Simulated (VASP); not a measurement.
# Ce (Fm-3m) in VASP: a series of runs

The runs below take Ce through single point, with PBE.

Everything below comes from runs of VASP 6.6.1. Logs are shortened: lines on timing, memory, paths and dates and some standing lists are left out, and cuts for length are marked.

### 1 The cell of the first run

Symmetry: Fm-3m, No. 225, cubic system. Conventional cell: a = 4.910 Å, b = 4.910 Å, c = 4.910 Å, α = 90.00°, β = 90.00°, γ = 90.00°. Within 4.6 Å of Ce (site symmetry m-3m) lie 12 Ce at 3.47 Å.

### 2 Single point, PBE, collinear spin, ferromagnetic start

INCAR reads:

```
ALGO = Normal ; EDIFF = 1E-6
ENCUT = 500 ; GGA = PE
GGA_COMPAT = F ; ISIF = 2
ISMEAR = 0 ; ISPIN = 2
LASPH = T ; LCHARG = F
LMAXMIX = 6 ; LORBIT = 11
LREAL = F ; LWAVE = F
MAGMOM = 0.22 ; NBANDS = 16
NELM = 200 ; PREC = Accurate
SIGMA = 0.05
```

KPOINTS reads:

```
k-points
0
Gamma
  6 6 6
```

POSCAR reads:

```
Ce
1.0
    0.0000000000      2.4549123788      2.4549123788
    2.4549123788      0.0000000000      2.4549123788
    2.4549123788      2.4549123788      0.0000000000
Ce
1
Direct
    0.0000000000      0.0000000000      0.0000000000
```

Potentials or basis: VASP PAW PBE potentials, release 64 (Ce).

On the command line:

```bash
$ cat potpaw_PBE.64/Ce/POTCAR > POTCAR
$ mpirun -np 1 vasp_std > vasp.out
```

OUTCAR:

```text
EDIFF = 1E-6
   ENCUT = 500
   GGA = PE
   ISIF = 2
   ISMEAR = 0
   ISPIN = 2
   LASPH = T
   LORBIT = 11
   LREAL = F
   NELM = 200
   PREC = Accurate

 ion  position               nearest neighbor table
   1  0.000  0.000  0.000-

  LATTYP: Found a face centered cubic cell.
 ALAT       =     4.9098247576

  Lattice vectors:

 A1 = (   0.0000000000,   2.4549123788,   2.4549123788)
 A2 = (   2.4549123788,   0.0000000000,   2.4549123788)
 A3 = (   2.4549123788,   2.4549123788,   0.0000000000)

Analysis of symmetry for initial positions (statically):
=====================================================================
 Subroutine PRICEL returns:
 Original cell was already a primitive cell.

 Routine SETGRP: Setting up the symmetry group for a
 face centered cubic supercell.

 Subroutine GETGRP returns: Found 48 space group operations
 (whereof 48 operations were pure point group operations)
 out of a pool of 48 trial point group operations.

The static configuration has the point symmetry O_h .

Analysis of symmetry for dynamics (positions and initial velocities):
=====================================================================
 Subroutine PRICEL returns:
 Original cell was already a primitive cell.

 Routine SETGRP: Setting up the symmetry group for a
 face centered cubic supercell.

 Subroutine GETGRP returns: Found 48 space group operations
 (whereof 48 operations were pure point group operations)
 out of a pool of 48 trial point group operations.

The dynamic configuration has the point symmetry O_h .

Analysis of structural, dynamic, and magnetic symmetry:
=====================================================================
 Subroutine PRICEL returns:
 Original cell was already a primitive cell.

 Routine SETGRP: Setting up the symmetry group for a
 face centered cubic supercell.

 Subroutine GETGRP returns: Found 48 space group operations
 (whereof 48 operations were pure point group operations)
 out of a pool of 48 trial point group operations.

The overall configuration has the point symmetry O_h .

 Subroutine INISYM returns: Found 48 space group operations
 (whereof 48 operations are pure point group operations),
 and found     1 'primitive' translations

----------------------------------------------------------------------------------------

                                     Primitive cell

  volume of cell :      29.5895

  direct lattice vectors                    reciprocal lattice vectors
[... 97 lines left out ...]
  volume/ion in A,a.u.               =      29.59       199.68
  Fermi-wavevector in a.u.,A,eV,Ry     =   1.211777  2.289926 19.978831  1.468403
  Thomas-Fermi vector in A             =   2.347282
   LORBIT       =     11    0 simple, 1 ext, 2 COOP (PROOUT), +10 PAW based schemes
   GGA     = PE    functional components
   LHFCALC =     F    Hartree Fock is set to
   AEXX    =    0.0000 exact exchange contribution
   IVDW    =     0    specifies the selected vdW correction
   LEPSILON=     F    determine dielectric tensor
   LRPA    =     F    only Hartree local field effects (RPA)
 spin polarized calculation
 Gauss-broadening in eV      SIGMA  =   0.05
  energy-cutoff  :      500.00
  volume of cell :       29.59
 maximum number of plane-waves:       769
 NGX is ok and might be reduce to    28
   NGX = 13   NGY = 13   NGZ = 13

 number of electron      12.0000000 magnetization       0.2111162

 Free energy of the ion-electron system (eV)
  ---------------------------------------------------
  ext. energy  EPLUGINS =         0.00000000
  ---------------------------------------------------
  free energy    TOTEN  =        -5.93333391 eV

  energy without entropy =       -5.92898237  energy(sigma->0) =       -5.93115814

 E-fermi :   8.2020     XC(G=0): -10.7524

 val. band max:        8.1915469417   @ k =  -0.1667   0.1667   0.0000
 cond. band min:       8.2034648306   @ k =   0.5000   0.3333   0.1667
 fundamental gap:      0.0119178889
 Fermi energy:         8.2020104698

 spin component 1

 k-point     1 :       0.0000    0.0000    0.0000
  band No.  band energies     occupation
      1     -26.5161      1.00000
      2      -8.1027      1.00000
      3      -8.1027      1.00000
      4      -8.1027      1.00000
      5       5.0915      1.00000
      6       8.0267      1.00000
[... 280 lines left out ...]
      2      -9.8114      1.00000
      3      -9.2057      1.00000
      4      -8.9131      1.00000
      5       6.7097      1.00000
      6       7.4705      1.00000
[... 8 lines left out ...]
     15      12.8868      0.00000
     16      16.1131      0.00000
 Fermi energy:         8.2020104698

 spin component 2

 k-point     1 :       0.0000    0.0000    0.0000
  band No.  band energies     occupation
      1     -26.4280      1.00000
      2      -8.0289      1.00000
      3      -8.0289      1.00000
      4      -8.0289      1.00000
      5       5.1439      1.00000
      6       8.1363      0.96842
[... 281 lines left out ...]
      3      -9.1355      1.00000
      4      -8.8423      1.00000
      5       6.7512      1.00000
      6       7.5335      1.00000
[... 8 lines left out ...]
     15      12.9488      0.00000
     16      16.1578      0.00000

------------------------ aborting loop because EDIFF is reached ----------------------------------------

  FORCE on cell =-STRESS in cart. coord.  units (eV):
  Direction    XX          YY          ZZ          XY          YZ          ZX
  --------------------------------------------------------------------------------------
  -------------------------------------------------------------------------------------
  Total       -0.6841075     -0.6841075     -0.6841075      0.0000000      0.0000000      0.0000000
  in kB      -37.0422143    -37.0422143    -37.0422143      0.0000000      0.0000000      0.0000000
  external PRESSURE =     -37.0422143 kB  Pullay stress =       0.0000000 kB

 VOLUME and BASIS-vectors are now :
 -----------------------------------------------------------------------------
  energy-cutoff  :      500.00
  volume of cell :       29.59
      direct lattice vectors                 reciprocal lattice vectors
     0.000000000  2.454912379  2.454912379    -0.203673257  0.203673257  0.203673257
     2.454912379  0.000000000  2.454912379     0.203673257 -0.203673257  0.203673257
     2.454912379  2.454912379  0.000000000     0.203673257  0.203673257 -0.203673257

 POSITION                                       TOTAL-FORCE (eV/Angst)
 -----------------------------------------------------------------------------------
      0.00000      0.00000      0.00000        -0.000000     -0.000000     -0.000000
 -----------------------------------------------------------------------------------
    total drift:                                0.000000     -0.000000      0.000000

  FREE ENERGIE OF THE ION-ELECTRON SYSTEM (eV)
  ---------------------------------------------------
  free  energy   TOTEN  =        -5.9333339140 eV

  energy  without entropy=       -5.9289823726  energy(sigma->0) =       -5.93115814

 total charge

# of ion       s       p       d       f       tot
--------------------------------------------------
    1        2.089   5.584   1.118   0.997   9.788

 magnetization (x)

# of ion       s       p       d       f       tot
--------------------------------------------------
    1        0.004  -0.000   0.004   0.177   0.184
```

OSZICAR:

```text
N       E                     dE             d eps       ncg     rms          rms(c)
DAV:   1     0.872310042900E+02    0.87231E+02   -0.45451E+03  1024   0.846E+02
DAV:   2     0.600766551599E+00   -0.86630E+02   -0.73751E+02  1328   0.147E+02
DAV:   3    -0.626309734334E+01   -0.68639E+01   -0.67036E+01  1184   0.558E+01
DAV:   4    -0.644421837710E+01   -0.18112E+00   -0.18057E+00  1728   0.734E+00
DAV:   5    -0.644788717566E+01   -0.36688E-02   -0.36683E-02  1280   0.912E-01    0.748E+00
DAV:   6    -0.675213087953E+01   -0.30424E+00   -0.70495E+00  1048   0.155E+01    0.875E+00
DAV:   7    -0.603252538331E+01    0.71961E+00   -0.23187E+00  1024   0.160E+01    0.340E+00
DAV:   8    -0.592854851556E+01    0.10398E+00   -0.17976E-01  1320   0.398E+00    0.373E-01
DAV:   9    -0.593118999211E+01   -0.26415E-02   -0.13734E-02  1384   0.568E-01    0.306E-01
DAV:  10    -0.593250212582E+01   -0.13121E-02   -0.17015E-03  1704   0.185E-01    0.249E-01
DAV:  11    -0.593332074770E+01   -0.81862E-03   -0.47971E-04  1280   0.237E-01    0.143E-01
DAV:  12    -0.593329024918E+01    0.30499E-04   -0.27634E-04  1512   0.137E-01    0.801E-02
DAV:  13    -0.593333318585E+01   -0.42937E-04   -0.19022E-05  1480   0.391E-02    0.359E-02
DAV:  14    -0.593333300145E+01    0.18440E-06   -0.13614E-05  1296   0.383E-02    0.135E-02
DAV:  15    -0.593333391399E+01   -0.91254E-06   -0.18060E-06   992   0.142E-02
   1 F= -.59333339E+01 E0= -.59311581E+01  d E =-.435154E-02  mag=     0.2091
```

It took 19 s on 1 thread of Intel Xeon Platinum 8375C at 2.90GHz (Ice Lake), shared host; peak memory 0.18 GiB.

Results:

```yaml
Free_energy: -5.9333 eV
Pressure: -3.7 GPa
Net_moment: 0.21 μB per cell
Site_moments: Ce +0.18 μB
Valence_electrons_inside_the_program's_atomic_spheres: Ce 9.79
```

Levels at points of the mesh, in eV from the Fermi level:
Spin up:
```
           k point  band 4  band 5  band 6  band 7  band 8  band 9
(0.00, 0.00, 0.00)  -16.30   -3.11   -0.18    0.27    0.27    0.27
(0.50, 0.00, 0.00)  -16.58   -1.90   -0.11    0.36    0.36    0.55
(0.50, 0.50, 0.00)  -17.07   -2.43   -1.80    0.42    0.48    0.48
```
Spin down:
| k point | band 2 | band 3 | band 4 | band 5 | band 6 | band 7 | band 8 | band 9 | band 10 | band 11 |
| --- | --- | --- | --- | --- | --- | --- | --- | --- | --- | --- |
| (0.00, 0.00, 0.00) | -16.23 | -16.23 | -16.23 | -3.06 | -0.07 | 0.41 | 0.41 | 0.41 | 1.00 | 1.00 |
| (0.50, 0.00, 0.00) | -18.38 | -16.50 | -16.50 | -1.85 | 0.02 | 0.46 | 0.46 | 0.67 | 0.87 | 0.87 |
| (0.50, 0.50, 0.00) | -18.22 | -17.00 | -17.00 | -2.40 | -1.74 | 0.50 | 0.57 | 0.57 | 0.63 | 0.79 |

Caveat: the k points lie up to 0.37 Å⁻¹ apart; the magnetic or orbital state may not be the lowest; spin-orbit coupling is left out, which moves the levels of the heavy elements. The state reached can hang on the start; a lower one may exist.

### 3 Single point, PBE, collinear spin, ferromagnetic start

This run uses another cell than the first one, of 32.88 Å³/atom, 1.111 times its volume.

INCAR reads:

```
SYSTEM = Ce
ALGO = Normal
EDIFF = 1E-6
ENCUT = 500
GGA = PE
GGA_COMPAT = .False.
ISIF = 2
ISMEAR = 0
ISPIN = 2
LASPH = .True.
LCHARG = .True.
LELF = .True.
LMAXMIX = 6
LORBIT = 11
LREAL = .False.
LVHAR = .True.
LWAVE = .False.
MAGMOM = 0.22
NBANDS = 16
NELM = 200
PREC = Accurate
SIGMA = 0.05
```

KPOINTS reads:

```
k-points
0
Gamma
  6 6 6
  0 0 0
```

POSCAR reads:

```
Ce
1.0
    0.0000000000      2.5426611809      2.5426611809
    2.5426611809      0.0000000000      2.5426611809
    2.5426611809      2.5426611809      0.0000000000
Ce
1
Direct
    0.0000000000      0.0000000000      0.0000000000
```

Potentials or basis: VASP PAW PBE potentials, release 64 (Ce).

On the command line:

```bash
$ cat potpaw_PBE.64/Ce/POTCAR > POTCAR
$ mpirun -np 1 vasp_std > vasp.out
```

Run time: 28 s. Hardware: 1 thread of Intel Xeon Platinum 8375C at 2.90GHz (Ice Lake), shared host; peak memory 0.19 GiB.

Results (log left out):

| Property | Result |
| --- | --- |
| Free energy | -5.8344 eV |
| Pressure | -6.0 GPa |
| Band gap on the k mesh | zero (filled and empty bands overlap) |
| Net moment | 0.00 μB per cell |
| Valence electrons inside the program's atomic spheres | Ce 9.69 |

Levels at points of the mesh, in eV from the Fermi level:
Spin up:
```csv
k point,band 3,band 4,band 5,band 6,band 7,band 8,band 9,band 10
"(0.00, 0.00, 0.00)",-16.58,-16.58,-3.21,-0.08,0.28,0.28,0.28,0.80
"(0.50, 0.00, 0.00)",-16.78,-16.78,-1.73,-0.02,0.35,0.35,0.49,0.66
"(0.50, 0.50, 0.00)",-17.15,-17.15,-2.08,-1.45,0.40,0.43,0.43,0.44
```
Spin down:
```
           k point  band 3  band 4  band 5  band 6  band 7  band 8  band 9  band 10
(0.00, 0.00, 0.00)  -16.57  -16.57   -3.21   -0.07    0.29    0.29    0.29     0.80
(0.50, 0.00, 0.00)  -16.78  -16.78   -1.73   -0.02    0.35    0.35    0.49     0.66
(0.50, 0.50, 0.00)  -17.15  -17.15   -2.08   -1.45    0.40    0.43    0.43     0.44
```

Caveat: the magnetic or orbital state may not be the lowest; spin-orbit coupling is left out, which moves the levels of the heavy elements.
